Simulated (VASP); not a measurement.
A run of VASP 6.6.1 is set up as follows.

Contents of INCAR:

```
SYSTEM = Cr
  PREC = Accurate
  ENCUT = 520
  EDIFF = 1E-6
  ISMEAR = 1
  SIGMA = 0.03
  LREAL = .False.
  LASPH = .True.
  NELM = 100
  ALGO = Normal
  ISIF = 2
  LWAVE = .False.
  LCHARG = .False.
  GGA = CA
  NBANDS = 12
```

KPOINTS

```
regular mesh
0
Gamma
  16 16 16
  0 0 0
```

The input POSCAR:

```
Cr
1.0
   -1.3942485114      1.3942485114      1.3942485114
    1.3942485114     -1.3942485114      1.3942485114
    1.3942485114      1.3942485114     -1.3942485114
Cr
1
Direct
    0.0000000000      0.0000000000      0.0000000000
```

Potentials or basis: VASP PAW LDA potentials, release 64 (Cr_pv).

Command:

```bash
$ cat potpaw_LDA.64/Cr_pv/POTCAR > POTCAR
$ mpirun -np 1 vasp_std > vasp.out
```

**Question.** What does it give for the band gap on the k mesh?

**Answer.** Zero (band 6 reaches 14.42 eV, above the bottom of band 7 at 10.72 eV).

**Question.** What does it give for the pressure?

**Answer.** 0.1 GPa.

Caveat: the run has no spin polarisation, though such a crystal can be magnetic. Spin polarisation is off, so any magnetic state and its effect on volume and gap are missing.
